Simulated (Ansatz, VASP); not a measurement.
YHSe in VASP and in Ansatz

The input INCAR:

```
SYSTEM = YHSe
ALGO = Normal ; EDIFF = 1E-7
ENCUT = 520 ; ISIF = 2
ISMEAR = 0 ; LASPH = .TRUE.
LCHARG = .TRUE. ; LELF = .TRUE.
LREAL = .FALSE. ; LVHAR = .TRUE.
LWAVE = .FALSE. ; NBANDS = 16
NELM = 80 ; PREC = Accurate
SIGMA = 0.05
```

Contents of KPOINTS:

```
k-points
0
G
  9 9 8
  0 0 0
```

The input POSCAR:

```
YHSe
1.0
    4.1482058427      0.0000000000      0.0000000000
   -2.0741029213      3.5924516399      0.0000000000
    0.0000000000      0.0000000000      3.9155495600
Y H Se
1 1 1
Direct
    0.0000000000      0.0000000000      0.0000000000
    0.3333333333      0.6666666667      0.0000000000
    0.6666666667      0.3333333333      0.5000000000
```

Input for Ansatz:

```yaml
crystal:
  lattice:
    - [4.1482058427, 0.0, 0.0]
    - [-2.0741029213, 3.5924516399, 0.0]
    - [0.0, 0.0, 3.91554956]
  atoms:
    - { symbol: "Y", position: [0.0, 0.0, 0.0] }
    - { symbol: H, position: [0.3333333333, 0.6666666667, 0.0] }
    - { symbol: Se, position: [0.6666666667, 0.3333333333, 0.5] }
basis:
  ecutwfc: 420
kpoints:
  mp_grid: { grid: [9, 9, 8] }
hamiltonian:
  xc: lda
scf:
  occupations: { method: gaussian, width: 0.05 }
output:
  forces: true
  stress: true
  eigenvalues: true
```

Change from the starting cell: strain +0.080 along x and y, +0.000 along z, atoms carried along.

Alike in both runs: task single point; functional LDA; k mesh 9 × 9 × 8; occupations gaussian, width 0.05 eV; no spin polarisation.

|  | VASP | Ansatz |
| --- | --- | --- |
| version | VASP 6.6.1 | Ansatz 0.2.0 |
| potentials or method | VASP PAW LDA potentials, release 64 (Y_sv, H, Se), cutoff 520 eV | scalar-relativistic, plane waves, PAW |
| valence electrons in the cell | 18 | 28 |

VASP gave:

* gap on the k mesh at the Fermi level (eV): 0.66
* least direct gap on the mesh (eV): 1.58
* pressure (GPa): -13.5
* traceless stress, the component that is largest in VASP (GPa): 5.50

Q: Which values does Ansatz return?

A: gap on the k mesh at the Fermi level (eV): 0.66; least direct gap on the mesh (eV): 1.59; pressure (GPa): -13.5; traceless stress, the component that is largest in VASP (GPa): 5.50.

LDA's correlation is that of Perdew and Zunger in VASP and of Perdew and Wang (1992) in Ansatz. VASP's potentials hold 18 valence electrons a cell and Ansatz's 28, so a difference there can come from the potentials and not from the codes.
